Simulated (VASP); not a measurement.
# TaSi47 (a cell with a defect) in VASP: a series of runs, part 2 of 2

VASP 6.6.1. The steps go on from the part before.

## 3. Single point, PBE

Contents of INCAR:

```
ALGO = Normal
EDIFF = 1E-6
ENCUT = 520
GGA = PE
ISIF = 2
ISMEAR = -1
LASPH = T
LCHARG = F
LREAL = Auto
LWAVE = F
NBANDS = 130
NELECT = 198.0
NELM = 100
PREC = Accurate
SIGMA = 0.01
```

Contents of KPOINTS:

```
k-points
0
Gamma
  2 3 2
```

Contents of POSCAR:

```
TaSi47
1.0
   11.3844000000      0.0000000000      0.0000000000
   -3.7948000000      6.5727864046      0.0000000000
    0.0000000000      0.0000000000     12.7099000000
Si Ta
47 1
Direct
   -0.0100367266     -0.0193129395      0.4139669685
   -0.0037111479      0.5030469064      0.4129878197
    0.3322498640      0.0000566305      0.4081186588
    0.3489650775      0.5153118080      0.4154634208
    0.6673818266      0.0017615355      0.4077323158
    0.6650476797      0.4966917528      0.4069355697
   -0.0007339284     -0.0016761035      0.9053108456
   -0.0002084903      0.5011662092      0.9052739878
    0.3337434726      0.0007080787      0.9077487059
    0.3357990424      0.5021248979      0.9048177246
    0.6669269990      0.0012100227      0.9077282779
    0.6661802143      0.4986440602      0.9082914572
   -0.0026794087     -0.0057432303      0.0898495921
   -0.0026241018      0.5030158357      0.0896239926
    0.3330540642      0.0001794749      0.0925548986
    0.3370115235      0.5035535096      0.0893426760
    0.6662840197      0.0003372169      0.0924165802
    0.6657494897      0.4989282387      0.0929806577
   -0.0005429773     -0.0016426633      0.5977007371
   -0.0000166099      0.5004495857      0.5972579575
    0.3339482889      0.0006275687      0.5927386349
    0.3354377786      0.5019771883      0.5988559181
    0.6664143236      0.0004587850      0.5924054423
    0.6660171897      0.4991323183      0.5918392536
    0.1118506413      0.8337386051      0.3417705954
    0.4431887343      0.3306587193      0.3418311512
    0.4460573516      0.8399383669      0.3419069264
    0.7775332215      0.3323071514      0.3417891134
    0.7727486515      0.8288158361      0.3415026956
    0.2223942912      0.1665867498      0.8439153002
    0.2227716299      0.6680559992      0.8439775266
    0.5552290989      0.1664833091      0.8433370011
    0.5584473384      0.6689068662      0.8436908875
    0.8883599545      0.1666500474      0.8436726609
    0.8869465268      0.6649936892      0.8434279800
    0.1106614447      0.3340638107      0.1426530652
    0.1109378666      0.8335828049      0.1556656926
    0.4436301841      0.3332452386      0.1559085517
    0.4444046764      0.8339296232      0.1559232688
    0.7775086330      0.3331483242      0.1560745162
    0.7768136294      0.8326053668      0.1555953510
    0.2228777645      0.1658439039      0.6577756072
    0.2229715509      0.6690258461      0.6580060237
    0.5556207756      0.1668962492      0.6568379131
    0.5588002262      0.6692722071      0.6583766375
    0.8874246336      0.1655292726      0.6575377937
    0.8863228914      0.6641654946      0.6585949016
    0.1168408208      0.3305498313      0.3382867465
```

Potentials or basis: VASP PAW PBE potentials, release 64 (Si, Ta_pv).

Started as:

```sh
> cat potpaw_PBE.64/Si/POTCAR potpaw_PBE.64/Ta_pv/POTCAR > POTCAR
> mpirun -np 1 vasp_std > vasp.out
```

OUTCAR:

```text
EDIFF = 1E-6
   ENCUT = 520
   GGA = PE
   ISIF = 2
   ISMEAR = -1
   LASPH = T
   LREAL = Auto
   NELECT = 198.0
   NELM = 100
   PREC = Accurate

 ion  position               nearest neighbor table
   1  0.990  0.981  0.414-  29 2.33  19 2.34  25 2.36  48 2.50
   2  0.996  0.503  0.413-  28 2.34  20 2.34  25 2.36  48 2.51
   3  0.332  0.000  0.408-  26 2.33  25 2.33  27 2.33  21 2.35
   4  0.349  0.515  0.415-  27 2.33  22 2.33  26 2.34  48 2.49
   5  0.667  0.002  0.408-  28 2.33  29 2.33  27 2.34  23 2.35
   6  0.665  0.497  0.407-  29 2.34  26 2.34  28 2.34  24 2.35
[... 40 lines left out ...]
  47  0.886  0.664  0.659-  19 2.33  20 2.33  24 2.33  35 2.35
  48  0.117  0.331  0.338-  36 2.49   4 2.49   1 2.50   2 2.51

  Warning from LATTYP: Monoclinic adjustment (A1->A3, A2->A1, A3->A2)!
  Warning from LATTYP: Got some problem with cell dimensions!
  Tried to take original basis but could not verify dimensions!
  LATTYP: Found a simple monoclinic cell.
 ALAT       =     7.5896000000
 B/A-ratio  =     1.6746468852
 C/A-ratio  =     1.3228756555
 COS(beta)  =    -0.1889822365

  Lattice vectors:
[... 277 lines left out ...]
 fundamental gap:      0.0511207143
 Fermi energy:         5.9082930842

 k-point     1 :       0.0000    0.0000    0.0000
  band No.  band energies     occupation
      1     -28.8951      2.00000
      2     -28.7869      2.00000
      3     -28.7325      2.00000
      4      -6.1024      2.00000
      5      -5.3610      2.00000
      6      -5.2981      2.00000
[... 901 lines left out ...]
    110       7.8808      0.00000
    111       7.9038      0.00000
 [bands above 111 left out]

------------------------ aborting loop because EDIFF is reached ----------------------------------------

  FORCE on cell =-STRESS in cart. coord.  units (eV):
  Direction    XX          YY          ZZ          XY          YZ          ZX
  --------------------------------------------------------------------------------------
  -------------------------------------------------------------------------------------
  Total       17.5436132     18.0738096      2.8362232      1.1919882     -0.0827083      0.2420664
  in kB       29.5547866     30.4479800      4.7780335      2.0080787     -0.1393342      0.4077964
  external PRESSURE =      21.5936000 kB  Pullay stress =       0.0000000 kB

 VOLUME and BASIS-vectors are now :
 -----------------------------------------------------------------------------
  energy-cutoff  :      520.00
  volume of cell :      951.05
      direct lattice vectors                 reciprocal lattice vectors
    11.384400000  0.000000000  0.000000000     0.087839500  0.050714159  0.000000000
    -3.794800000  6.572786405  0.000000000     0.000000000  0.152142476  0.000000000
     0.000000000  0.000000000 12.709900000     0.000000000  0.000000000  0.078678825

 POSITION                                       TOTAL-FORCE (eV/Angst)
 -----------------------------------------------------------------------------------
      7.54863      6.44585      5.26148        -0.004510     -0.017785     -0.003830
      9.43319      3.30642      5.24903         0.009435      0.000271     -0.009049
      3.78225      0.00037      5.18715        -0.006702      0.003086     -0.001813
      2.01725      3.38703      5.28050         0.013995      0.015386     -0.004650
      7.59106      0.01158      5.18224        -0.003726     -0.002250     -0.004002
      5.68632      3.26465      5.17211         0.000538      0.003950      0.000596
[... 40 lines left out ...]
      7.56988      4.36542      8.37068         0.000467      0.005110     -0.007167
      0.07579      2.17263      4.29959        -0.003012      0.005317      0.013527
 -----------------------------------------------------------------------------------
    total drift:                                0.009848     -0.004757     -0.005877

  FREE ENERGIE OF THE ION-ELECTRON SYSTEM (eV)
  ---------------------------------------------------
  free  energy   TOTEN  =      -268.5014043281 eV

  energy  without entropy=     -268.5000201450  energy(sigma->0) =     -268.50071224
```

It took 23 min on 1 thread of Intel Xeon Platinum 8488C (Sapphire Rapids), shared host; peak memory 1.2 GiB.

Results:

| Property | Result |
| --- | --- |
| Free energy | -268.5014 eV |
| Largest force | 0.029 eV/Å |

Forces in eV/Å, atoms in the order of the input:
```
Si  -0.005 -0.018 -0.004
Si   0.009  0.000 -0.009
Si  -0.007  0.003 -0.002
Si   0.014  0.015 -0.005
Si  -0.004 -0.002 -0.004
Si   0.001  0.004  0.001
Si  -0.003  0.005 -0.005
Si   0.008 -0.006  0.001
Si  -0.003 -0.001 -0.002
Si  -0.005  0.001  0.002
Si   0.003  0.003  0.000
Si   0.002 -0.001  0.000
Si   0.002  0.001  0.000
Si  -0.005  0.004 -0.008
Si   0.006  0.002  0.008
Si  -0.010 -0.004 -0.008
Si  -0.004 -0.003  0.002
Si  -0.002  0.003  0.007
Si   0.001 -0.001  0.004
Si  -0.005  0.001  0.007
Si   0.000 -0.002  0.002
Si  -0.001  0.001  0.010
Si  -0.001 -0.003  0.004
Si  -0.004  0.002  0.005
Si  -0.003  0.000  0.010
Si  -0.006 -0.005  0.004
Si   0.000  0.003  0.005
Si   0.002 -0.007 -0.002
Si  -0.001 -0.005  0.009
Si  -0.002  0.004 -0.002
Si   0.003  0.000 -0.004
Si   0.001  0.001  0.003
Si   0.003 -0.003  0.002
Si  -0.002 -0.002 -0.001
Si   0.000 -0.006  0.003
Si   0.010  0.002 -0.028
Si  -0.006 -0.003 -0.006
Si   0.001  0.005 -0.005
Si   0.009  0.004 -0.003
Si  -0.002  0.000 -0.005
Si   0.002 -0.001 -0.009
Si   0.003 -0.005  0.002
Si  -0.004  0.000  0.009
Si  -0.001  0.000  0.003
Si   0.001  0.000 -0.001
Si   0.007  0.005  0.006
Si   0.000  0.005 -0.007
Ta  -0.003  0.005  0.014
```

Levels at points of the mesh, in eV from the Fermi level:
| k point | band 97 | band 98 | band 99 | band 100 | band 101 | band 102 |
| --- | --- | --- | --- | --- | --- | --- |
| (0.00, 0.00, 0.00) | -0.41 | -0.03 | 0.02 | 0.05 | 0.23 | 0.69 |
| (0.50, 0.00, 0.00) | -0.59 | -0.45 | -0.29 | -0.03 | 0.32 | 0.60 |
| (0.00, 0.00, 0.50) | -0.36 | -0.13 | -0.09 | 0.10 | 0.35 | 0.78 |
| (0.50, 0.00, 0.50) | -0.65 | -0.57 | -0.46 | 0.04 | 0.46 | 0.87 |

Caveat: the cell carries a net charge on a neutralising background, which shifts energy and pressure; the cell is charged against a uniform background, so pressure and absolute levels hang on convention; spin-orbit coupling is left out, which moves the levels of the heavy elements.
